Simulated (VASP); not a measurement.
# MgO (P6_3/mmc) in VASP: a series of runs, part 2 of 2

VASP 6.6.1. Earlier steps stand in the parts before.

**4. Single point, PBEsol**

This run uses another cell than the first one, of 10.49 Å³/atom.

Contents of INCAR:

```
  ALGO = Normal
  EDIFF = 1E-6
  ENCUT = 520
  GGA = PS
  ISIF = 2
  ISMEAR = -1
  LASPH = True
  LCHARG = True
  LELF = True
  LREAL = False
  LVHAR = True
  LWAVE = False
  NBANDS = 16
  NELM = 80
  PREC = Accurate
  SIGMA = 0.02
```

Contents of KPOINTS:

```
k-points
0
Gamma
  6 6 4
```

Contents of POSCAR:

```
MgO
1.0
    3.4275818534     -0.0000000030      0.0000000000
   -1.7137909241      2.9683729601      0.0000000000
    0.0000000000      0.0000000000      4.1246665928
Mg O
2 2
Direct
    0.3333333333      0.6666666667     -0.0477063672
    0.6666666667      0.3333333333      0.4522936328
    0.3333333333      0.6666666667      0.4523063672
    0.6666666667      0.3333333333      0.9523063672
```

Potentials or basis: VASP PAW PBE potentials, release 64 (Mg, O).

Started as:

```bash
> cat potpaw_PBE.64/Mg/POTCAR potpaw_PBE.64/O/POTCAR > POTCAR
> mpirun -np 1 vasp_std > vasp.out
```

OUTCAR:

```text
EDIFF = 1E-6
   ENCUT = 520
   GGA = PS
   ISIF = 2
   ISMEAR = -1
   LASPH = True
   LREAL = False
   NELM = 80
   PREC = Accurate

 ion  position               nearest neighbor table
   1  0.333  0.667  0.952-   4 1.98   4 1.98   4 1.98   3 2.06   3 2.06   2 2.86   2 2.86   2 2.86
                             2 2.86   2 2.86   2 2.86
   2  0.667  0.333  0.452-   3 1.98   3 1.98   3 1.98   4 2.06   4 2.06   1 2.86   1 2.86   1 2.86
                             1 2.86   1 2.86   1 2.86
   3  0.333  0.667  0.452-   2 1.98   2 1.98   2 1.98   1 2.06   1 2.06
   4  0.667  0.333  0.952-   1 1.98   1 1.98   1 1.98   2 2.06   2 2.06

  LATTYP: Found a hexagonal cell.
 ALAT       =     3.4275818534
 C/A-ratio  =     1.2033750817

  Lattice vectors:

 A1 = (   3.4275818534,  -0.0000000030,   0.0000000000)
 A2 = (  -1.7137909241,   2.9683729601,   0.0000000000)
 A3 = (   0.0000000000,   0.0000000000,   4.1246665928)

Analysis of symmetry for initial positions (statically):
=====================================================================
 Subroutine PRICEL returns:
 Original cell was already a primitive cell.

 Routine SETGRP: Setting up the symmetry group for a
 hexagonal supercell.

 Subroutine GETGRP returns: Found 12 space group operations
 (whereof  6 operations were pure point group operations)
 out of a pool of 24 trial point group operations.

The static configuration has the point symmetry C_3v.
 The point group associated with its full space group is C_6v.

Analysis of symmetry for dynamics (positions and initial velocities):
=====================================================================
 Subroutine PRICEL returns:
 Original cell was already a primitive cell.

 Routine SETGRP: Setting up the symmetry group for a
 hexagonal supercell.

 Subroutine GETGRP returns: Found 12 space group operations
 (whereof  6 operations were pure point group operations)
[... 122 lines left out ...]
     AMIX     =   0.40;   BMIX     =  1.00
     AMIX_MAG =   1.60;   BMIX_MAG =  1.00
  volume/ion in A,a.u.               =      10.49        70.80
  Fermi-wavevector in a.u.,A,eV,Ry     =   1.187089  2.243272 19.173047  1.409179
  Thomas-Fermi vector in A             =   2.323247
   LORBIT       =      0    0 simple, 1 ext, 2 COOP (PROOUT), +10 PAW based schemes
   GGA     = PS    functional components
   LHFCALC =     F    Hartree Fock is set to
   AEXX    =    0.0000 exact exchange contribution
   IVDW    =     0    specifies the selected vdW correction
   LEPSILON=     F    determine dielectric tensor
   LRPA    =     F    only Hartree local field effects (RPA)
 non-spin polarized calculation
  energy-cutoff  :      520.00
  volume of cell :       41.97
 maximum number of plane-waves:      1144
 NGX is ok and might be reduce to    28
   NGX = 13   NGY = 13   NGZ = 15

 number of electron      16.0000009 magnetization

 Free energy of the ion-electron system (eV)
  ---------------------------------------------------
  ext. energy  EPLUGINS =         0.00000000
  ---------------------------------------------------
  free energy    TOTEN  =       -24.70412621 eV

  energy without entropy =      -24.70412621  energy(sigma->0) =      -24.70412621

 E-fermi :   2.6358     XC(G=0): -10.5283

 val. band max:        2.2082791569   @ k =   0.0000   0.0000   0.0000
 cond. band min:       5.7554051451   @ k =   0.0000   0.0000   0.0000
 fundamental gap:      3.5471259882
 Fermi energy:         2.6357905225

 k-point     1 :       0.0000    0.0000    0.0000
  band No.  band energies     occupation
      1     -14.8856      2.00000
      2     -13.3340      2.00000
      3      -1.6746      2.00000
      4       0.3587      2.00000
      5       0.3587      2.00000
      6       1.3214      2.00000
[... 376 lines left out ...]
      3      -1.5914      2.00000
      4      -1.5914      2.00000
      5      -0.4684      2.00000
      6      -0.4684      2.00000
[... 8 lines left out ...]
     15      19.8942      0.00000
     16      19.8942      0.00000

------------------------ aborting loop because EDIFF is reached ----------------------------------------

  FORCE on cell =-STRESS in cart. coord.  units (eV):
  Direction    XX          YY          ZZ          XY          YZ          ZX
  --------------------------------------------------------------------------------------
  -------------------------------------------------------------------------------------
  Total        2.0440426      2.0440426      2.0096810      0.0000000     -0.0000000      0.0000000
  in kB       78.0378635     78.0378635     76.7260000      0.0000000     -0.0000000      0.0000000
  external PRESSURE =      77.6005757 kB  Pullay stress =       0.0000000 kB

 VOLUME and BASIS-vectors are now :
 -----------------------------------------------------------------------------
  energy-cutoff  :      520.00
  volume of cell :       41.97
      direct lattice vectors                 reciprocal lattice vectors
     3.427581853 -0.000000003  0.000000000     0.291750874  0.168442445  0.000000000
    -1.713790924  2.968372960  0.000000000     0.000000000  0.336884891  0.000000000
     0.000000000  0.000000000  4.124666593     0.000000000  0.000000000  0.242443838

 POSITION                                       TOTAL-FORCE (eV/Angst)
 -----------------------------------------------------------------------------------
      0.00000      1.97892      3.92789        -0.000000      0.000000      0.000282
      1.71379      0.98946      1.86556         0.000000     -0.000000      0.000282
      0.00000      1.97892      1.86561        -0.000000     -0.000000     -0.000282
      1.71379      0.98946      3.92795         0.000000     -0.000000     -0.000282
 -----------------------------------------------------------------------------------
    total drift:                               -0.000000      0.000000      0.000171

  FREE ENERGIE OF THE ION-ELECTRON SYSTEM (eV)
  ---------------------------------------------------
  free  energy   TOTEN  =       -24.7041262126 eV

  energy  without entropy=      -24.7041262126  energy(sigma->0) =      -24.70412621
```

Wall time 9.9 s (1 thread of Intel Xeon Platinum 8559C (Emerald Rapids), shared host); peak memory 0.16 GiB.

What came out:

```
Free energy            : -24.7041 eV
Pressure               : 7.8 GPa
Band gap on the k mesh : 3.55 eV
```

Stress tensor (GPa, compression positive):
```
7.80 0.00 0.00
0.00 7.80 0.00
0.00 0.00 7.67
```

Caveat: the cell stands under pressure; the PAW data sets were made with another functional, which shifts forces and pressure a little.

**5. Single point, PBEsol**

This run uses another cell than the first one, of 10.92 Å³/atom.

Contents of INCAR:

```
SYSTEM = MgO
ALGO = Normal ; EDIFF = 1E-6
ENCUT = 520 ; GGA = PS
ISIF = 2 ; ISMEAR = -1
LASPH = .TRUE. ; LCHARG = .FALSE.
LREAL = .FALSE. ; LWAVE = .FALSE.
NBANDS = 16 ; NELM = 60
PREC = Accurate ; SIGMA = 0.02
```

Contents of KPOINTS:

```
k-points
0
G
  6 6 4
  0 0 0
```

Contents of POSCAR:

```
MgO
1.0
    3.4757487472     -0.0000000030      0.0000000000
   -1.7378743710      3.0100867138      0.0000000000
    0.0000000000      0.0000000000      4.1753784553
Mg O
2 2
Direct
    0.3333333333      0.6666666667     -0.0477003519
    0.6666666667      0.3333333333      0.4522996481
    0.3333333333      0.6666666667      0.4523003519
    0.6666666667      0.3333333333      0.9523003519
```

Started as:

```bash
> cat potpaw_PBE.64/Mg/POTCAR potpaw_PBE.64/O/POTCAR > POTCAR
> mpirun -np 1 vasp_std > vasp.out
```

Wall time 10 s (1 thread of Intel Xeon Platinum 8559C (Emerald Rapids), shared host); peak memory 0.16 GiB.

It converged, with:

* Free energy: -24.7555 eV
* Pressure: 1.7 GPa
* Band gap on the k mesh: 3.34 eV

Stress tensor (GPa, compression positive):
```
1.70 0.00 0.00
0.00 1.70 0.00
0.00 0.00 1.60
```

Levels at points of the mesh, in eV from the valence-band top:
| k point | band 6 | band 7 | band 8 | band 9 | band 10 | band 11 |
| --- | --- | --- | --- | --- | --- | --- |
| (0.00, 0.00, 0.00) | -0.83 | -0.83 | 0.00 | 3.34 | 9.43 | 12.13 |
| (0.50, 0.00, 0.00) | -2.00 | -1.33 | -0.54 | 6.87 | 9.07 | 9.68 |
| (0.00, 0.00, 0.50) | -1.32 | -1.32 | -1.32 | 6.38 | 6.38 | 12.83 |
| (0.50, 0.00, 0.50) | -1.57 | -0.85 | -0.85 | 7.19 | 7.19 | 11.96 |

Caveat: the PAW data sets were made with another functional, which shifts forces and pressure a little.

**6. Overview**

| cell | gap on the mesh (eV) | pressure (GPa) |
| --- | --- | --- |
| a = 3.458, b = 3.458, c = 4.158 Å, angles 90.0, 90.0, 120.0°, 4 atoms | 3.42 | 3.7 |
| a = 3.443, b = 3.443, c = 4.141 Å, angles 90.0, 90.0, 120.0°, 4 atoms | 3.48 | 5.7 |
| a = 3.428, b = 3.428, c = 4.125 Å, angles 90.0, 90.0, 120.0°, 4 atoms | 3.55 | 7.8 |
| a = 3.476, b = 3.476, c = 4.175 Å, angles 90.0, 90.0, 120.0°, 4 atoms | 3.34 | 1.7 |

Alike in all rows: task single point; level PBEsol; potentials or basis VASP PAW PBE potentials, release 64 (Mg, O); no spin polarisation; k mesh 6 × 6 × 4; cutoff (eV) 520; smearing fermi-dirac 0.02 eV.

Caveats: the PAW data sets were made with another functional, which shifts forces and pressure a little; the cell stands under pressure (at least some runs).

Absolute energies hang on the potentials; compare differences alone.
